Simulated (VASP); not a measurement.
# Ti (P6_3/mmc) in VASP: further runs, part 2 of 2

VASP 6.6.1. Earlier steps stand in the parts before.

## (3) Single point, PBE (strain -0.015 along x and y, +0.030 along z)

Input file INCAR:

```
SYSTEM = Ti
PREC = Accurate ; ENCUT = 520
EDIFF = 1E-6 ; ISMEAR = 0
SIGMA = 0.15 ; LREAL = .FALSE.
LASPH = .TRUE. ; NELM = 100
ALGO = Fast ; ISIF = 2
LWAVE = .FALSE. ; LCHARG = .TRUE.
GGA = PE ; LELF = .TRUE.
LVHAR = .TRUE. ; NBANDS = 19
```

Input file KPOINTS:

```
regular mesh
0
G
  18 18 10
  0 0 0
```

Input file POSCAR:

```
Ti
1.0
    2.9057478925      0.0000000000      0.0000000000
   -1.4528739462      2.5164514919      0.0000000000
    0.0000000000      0.0000000000      4.8265800000
Ti
2
Direct
    0.3333333333      0.6666666667      0.2500000000
    0.6666666667      0.3333333333      0.7500000000
```

Potentials or basis: VASP PAW PBE potentials, release 64 (Ti_sv).

Run with:

```
cat potpaw_PBE.64/Ti_sv/POTCAR > POTCAR
mpirun -np 1 vasp_std > vasp.out
```

Wall time 2.1 min (1 thread of Intel Xeon 6975P-C (Granite Rapids), shared host); peak memory 0.24 GiB.

Results (log left out):

| Quantity | Value |
| --- | --- |
| Free energy | -15.6618 eV |
| Pressure | -1.9 GPa |
| Band gap on the k mesh | zero (band 12 reaches 8.75 eV, above the bottom of band 13 at 7.82 eV) |

Stress tensor (GPa, compression positive):
```
-0.19  0.00  0.00
 0.00 -0.19  0.00
 0.00  0.00 -5.33
```

Levels at points of the mesh, in eV from the Fermi level:
```tsv
k point	band 9	band 10	band 11	band 12	band 13	band 14	band 15	band 16
(0.00, 0.00, 0.00)	-6.16	-2.68	0.33	0.60	0.83	0.83	1.24	1.24
(0.50, 0.00, 0.00)	-2.26	-2.08	-1.83	-0.45	0.46	0.73	0.99	3.42
(0.00, 0.00, 0.50)	-4.43	-4.43	-0.08	-0.08	0.80	0.80	0.80	0.80
(0.50, 0.00, 0.50)	-2.48	-2.48	-0.87	-0.87	1.35	1.35	1.85	1.85
```

Caveat: the cell differs from its parent crystal (strain -0.015 along x and y, +0.030 along z).

## (4) Single point, PBE (strain +0.015 along x and y, -0.030 along z)

Input file INCAR:

```
SYSTEM = Ti
ALGO = Fast
EDIFF = 1E-6
ENCUT = 520
GGA = PE
ISIF = 2
ISMEAR = 0
LASPH = .True.
LCHARG = .False.
LREAL = .False.
LWAVE = .False.
NBANDS = 19
NELM = 60
PREC = Accurate
SIGMA = 0.15
```

Input file KPOINTS:

```
k-points
0
Gamma
  18 18 10
  0 0 0
```

Input file POSCAR:

```
Ti
1.0
    2.9942478283      0.0000000000      0.0000000000
   -1.4971239141      2.5930946845      0.0000000000
    0.0000000000      0.0000000000      4.5454200000
Ti
2
Direct
    0.3333333333      0.6666666667      0.2500000000
    0.6666666667      0.3333333333      0.7500000000
```

Potentials or basis: VASP PAW PBE potentials, release 64 (Ti_sv).

Run with:

```
cat potpaw_PBE.64/Ti_sv/POTCAR > POTCAR
mpirun -np 1 vasp_std > vasp.out
```

OUTCAR:

```text
SYSTEM = Ti
   EDIFF = 1E-6
   ENCUT = 520
   GGA = PE
   ISIF = 2
   ISMEAR = 0
   LASPH = .True.
   LREAL = .False.
   NELM = 60
   PREC = Accurate

 ion  position               nearest neighbor table
   1  0.333  0.667  0.250-   2 2.86   2 2.86   2 2.86   2 2.86   2 2.86   2 2.86
   2  0.667  0.333  0.750-   1 2.86   1 2.86   1 2.86   1 2.86   1 2.86   1 2.86

  LATTYP: Found a hexagonal cell.
 ALAT       =     2.9942478283
 C/A-ratio  =     1.5180506961

  Lattice vectors:

 A1 = (   2.9942478283,   0.0000000000,   0.0000000000)
 A2 = (  -1.4971239141,   2.5930946845,   0.0000000000)
 A3 = (   0.0000000000,   0.0000000000,   4.5454200000)

Analysis of symmetry for initial positions (statically):
=====================================================================
 Subroutine PRICEL returns:
 Original cell was already a primitive cell.

 Routine SETGRP: Setting up the symmetry group for a
 hexagonal supercell.

 Subroutine GETGRP returns: Found 24 space group operations
 (whereof 12 operations were pure point group operations)
 out of a pool of 24 trial point group operations.

The static configuration has the point symmetry D_3d.
[... 162 lines left out ...]

  energy without entropy =      -15.64289869  energy(sigma->0) =      -15.65488485

 E-fermi :   8.1800     XC(G=0): -11.4213

 val. band max:        8.1682188990   @ k =   0.2778   0.2778   0.4000
 cond. band min:       8.1862106869   @ k =   0.3333   0.2222   0.3000
 fundamental gap:      0.0179917879
 Fermi energy:         8.1800395487

 k-point     1 :       0.0000    0.0000    0.0000
  band No.  band energies     occupation
      1     -48.7302      2.00000
      2     -48.5811      2.00000
      3     -25.3303      2.00000
      4     -24.7165      2.00000
      5     -24.7165      2.00000
      6     -24.6019      2.00000
[... 505 lines left out ...]
      6     -24.8603      2.00000
[... 11 lines left out ...]
     18      11.6939      0.00000
     19      12.1935      0.00000

 [... further k-points ...]

------------------------ aborting loop because EDIFF is reached ----------------------------------------

  FORCE on cell =-STRESS in cart. coord.  units (eV):
  Direction    XX          YY          ZZ          XY          YZ          ZX
  --------------------------------------------------------------------------------------
  -------------------------------------------------------------------------------------
  Total       -0.7775108     -0.7775108      0.1945539     -0.0000000      0.0000000      0.0000000
  in kB      -35.2969265    -35.2969265      8.8322326     -0.0000000      0.0000000      0.0000000
  external PRESSURE =     -20.5872068 kB  Pullay stress =       0.0000000 kB

 VOLUME and BASIS-vectors are now :
 -----------------------------------------------------------------------------
  energy-cutoff  :      520.00
  volume of cell :       35.29
      direct lattice vectors                 reciprocal lattice vectors
     2.994247828  0.000000000  0.000000000     0.333973691  0.192819801  0.000000000
    -1.497123914  2.593094685  0.000000000     0.000000000  0.385639601  0.000000000
     0.000000000  0.000000000  4.545420000     0.000000000  0.000000000  0.220001672

 POSITION                                       TOTAL-FORCE (eV/Angst)
 -----------------------------------------------------------------------------------
     -0.00000      1.72873      1.13636         0.000000     -0.000000      0.000000
      1.49712      0.86436      3.40907        -0.000000      0.000000      0.000000
 -----------------------------------------------------------------------------------
    total drift:                               -0.000000      0.000000     -0.000000

  FREE ENERGIE OF THE ION-ELECTRON SYSTEM (eV)
  ---------------------------------------------------
  free  energy   TOTEN  =       -15.6668710076 eV

  energy  without entropy=      -15.6428986854  energy(sigma->0) =      -15.65488485
```

OSZICAR:

```text
N       E                     dE             d eps       ncg     rms          rms(c)
DAV:   1     0.263943649382E+03    0.26394E+03   -0.13041E+04  8436   0.157E+03
DAV:   2     0.124813823722E+02   -0.25146E+03   -0.24756E+03  8681   0.441E+02
DAV:   3    -0.164729538542E+02   -0.28954E+02   -0.28613E+02 15825   0.123E+02
[... 28 lines left out ...]
RMM:  32    -0.156668679704E+02   -0.14060E-05   -0.17453E-05  8704   0.171E-02    0.295E-02
RMM:  33    -0.156668691689E+02   -0.11985E-05   -0.16635E-05 10344   0.169E-02    0.290E-02
RMM:  34    -0.156668697429E+02   -0.57404E-06   -0.11021E-05 10240   0.160E-02    0.283E-02
RMM:  35    -0.156668705566E+02   -0.81364E-06   -0.10861E-05  8579   0.137E-02    0.281E-02
RMM:  36    -0.156668710076E+02   -0.45109E-06   -0.75310E-06  9320   0.134E-02
   1 F= -.15666871E+02 E0= -.15654885E+02  d E =-.239723E-01
```

Wall time 2.3 min (1 thread of Intel Xeon 6975P-C (Granite Rapids), shared host); peak memory 0.25 GiB.

What came out:

```
Free energy            : -15.6669 eV
Pressure               : -2.1 GPa
Band gap on the k mesh : zero (band 12 reaches 8.94 eV, above the bottom of band 13 at 7.86 eV)
```

Stress tensor (GPa, compression positive):
```
-3.53  0.00  0.00
 0.00 -3.53  0.00
 0.00  0.00  0.88
```

Levels at points of the mesh, in eV from the Fermi level:
```csv
k point,band 10,band 11,band 12,band 13,band 14,band 15
"(0.00, 0.00, 0.00)",-2.64,0.70,0.70,1.12,1.12,1.26
"(0.50, 0.00, 0.00)",-2.15,-1.76,-0.80,0.27,0.76,1.32
"(0.00, 0.00, 0.50)",-4.24,0.24,0.24,0.54,0.54,0.54
"(0.50, 0.00, 0.50)",-2.50,-0.72,-0.72,1.25,1.25,1.57
```

Caveat: the cell differs from its parent crystal (strain +0.015 along x and y, -0.030 along z).

## (5) Single point, PBE (strain +0.000 along x and y, +0.015 along z)

Input file INCAR:

```
  ALGO = Fast
  EDIFF = 1E-7
  ENCUT = 520
  GGA = PE
  ISIF = 2
  ISMEAR = 0
  LASPH = T
  LCHARG = F
  LREAL = F
  LWAVE = F
  NBANDS = 19
  NELM = 60
  PREC = Accurate
  SIGMA = 0.15
```

Input file KPOINTS:

```
k-points
0
Gamma
  18 18 10
```

Input file POSCAR:

```
Ti
1.0
    2.9499978604      0.0000000000      0.0000000000
   -1.4749989302      2.5547730882      0.0000000000
    0.0000000000      0.0000000000      4.7562900000
Ti
2
Direct
    0.3333333333      0.6666666667      0.2500000000
    0.6666666667      0.3333333333      0.7500000000
```

Run with:

```
cat potpaw_PBE.64/Ti_sv/POTCAR > POTCAR
mpirun -np 1 vasp_std > vasp.out
```

Run time: 3 min. Hardware: 1 thread of Intel Xeon 6975P-C (Granite Rapids), shared host; peak memory 0.24 GiB.

It converged, with:

```
Free energy            : -15.6686 eV
Pressure               : -3.4 GPa
Band gap on the k mesh : zero (band 12 reaches 8.76 eV, above the bottom of band 13 at 7.67 eV)
```

Stress tensor (GPa, compression positive):
```
-2.73  0.00  0.00
 0.00 -2.73  0.00
 0.00  0.00 -4.76
```

Levels at points of the mesh, in eV from the Fermi level:
```
           k point  band 9  band 10  band 11  band 12  band 13  band 14  band 15  band 16
(0.00, 0.00, 0.00)   -6.13    -2.62     0.54     0.76     0.78     0.78     1.23     1.23
(0.50, 0.00, 0.00)   -2.28    -2.06    -1.78    -0.59     0.55     0.56     1.07     3.27
(0.00, 0.00, 0.50)   -4.35    -4.35     0.02     0.02     0.72     0.72     0.72     0.72
(0.50, 0.00, 0.50)   -2.45    -2.45    -0.80    -0.80     1.27     1.27     1.72     1.72
```

Caveat: the cell differs from its parent crystal (strain +0.000 along x and y, +0.015 along z).

## (6) Single point, PBE (strain +0.015 along x and y, -0.015 along z)

Input file INCAR:

```
SYSTEM = Ti
PREC = Accurate
ENCUT = 520
EDIFF = 1E-6
ISMEAR = 0
SIGMA = 0.15
LREAL = .FALSE.
LASPH = .TRUE.
NELM = 80
ALGO = Fast
ISIF = 2
LWAVE = .FALSE.
LCHARG = .FALSE.
GGA = PE
NBANDS = 19
```

Input file KPOINTS:

```
Automatic mesh
0
G
  18 18 10
  0 0 0
```

Input file POSCAR:

```
Ti
1.0
    2.9942478283      0.0000000000      0.0000000000
   -1.4971239141      2.5930946845      0.0000000000
    0.0000000000      0.0000000000      4.6157100000
Ti
2
Direct
    0.3333333333      0.6666666667      0.2500000000
    0.6666666667      0.3333333333      0.7500000000
```

Potentials or basis: VASP PAW PBE potentials, release 64 (Ti_sv).

Run with:

```
cat potpaw_PBE.64/Ti_sv/POTCAR > POTCAR
mpirun -np 1 vasp_std > vasp.out
```

Run time: 2.2 min. Hardware: 1 thread of Intel Xeon 6975P-C (Granite Rapids), shared host; peak memory 0.24 GiB.

It converged, with:

```
Free energy            : -15.6666 eV
Pressure               : -3.6 GPa
Band gap on the k mesh : zero (band 12 reaches 8.76 eV, above the bottom of band 13 at 7.69 eV)
```

Stress tensor (GPa, compression positive):
```
-4.49  0.00  0.00
 0.00 -4.49  0.00
 0.00  0.00 -1.80
```

Levels at points of the mesh, in eV from the Fermi level:
| k point | band 8 | band 9 | band 10 | band 11 | band 12 | band 13 | band 14 | band 15 | band 16 | band 17 |
| --- | --- | --- | --- | --- | --- | --- | --- | --- | --- | --- |
| (0.00, 0.00, 0.00) | -32.81 | -6.14 | -2.60 | 0.72 | 0.72 | 0.93 | 1.01 | 1.24 | 1.24 | 1.43 |
| (0.50, 0.00, 0.00) | -32.86 | -2.34 | -2.09 | -1.74 | -0.76 | 0.34 | 0.69 | 1.23 | 3.11 | 3.36 |
| (0.00, 0.00, 0.50) | -32.86 | -4.26 | -4.26 | 0.18 | 0.18 | 0.58 | 0.58 | 0.58 | 0.58 | 2.69 |
| (0.50, 0.00, 0.50) | -32.95 | -2.46 | -2.46 | -0.73 | -0.73 | 1.22 | 1.22 | 1.59 | 1.59 | 3.26 |

Caveat: the cell differs from its parent crystal (strain +0.015 along x and y, -0.015 along z).

## (7) Overview

```tsv
cell	further INCAR settings	gap on the mesh (eV)	pressure (GPa)
a = 2.950, b = 2.950, c = 4.616 Å, angles 90.0, 90.0, 120.0°, 2 atoms	ALGO = Fast; EDIFF = 1e-07; NBANDS = 19	none	-0.7
a = 2.906, b = 2.906, c = 4.827 Å, angles 90.0, 90.0, 120.0°, 2 atoms	ALGO = Fast; EDIFF = 1e-06; NBANDS = 19	none	-1.9
a = 2.994, b = 2.994, c = 4.545 Å, angles 90.0, 90.0, 120.0°, 2 atoms	ALGO = Fast; EDIFF = 1e-06; NBANDS = 19	none	-2.1
a = 2.950, b = 2.950, c = 4.756 Å, angles 90.0, 90.0, 120.0°, 2 atoms	ALGO = Fast; EDIFF = 1e-07; NBANDS = 19	none	-3.4
a = 2.994, b = 2.994, c = 4.616 Å, angles 90.0, 90.0, 120.0°, 2 atoms	ALGO = Fast; EDIFF = 1e-06; NBANDS = 19	none	-3.6
```

Alike in all rows: task single point; level PBE; potentials or basis VASP PAW PBE potentials, release 64 (Ti_sv); no spin polarisation; k mesh 18 × 18 × 10; cutoff (eV) 520; smearing gaussian 0.15 eV.

Total energies depend on the potentials used, so only differences within one code and one set of settings carry meaning.
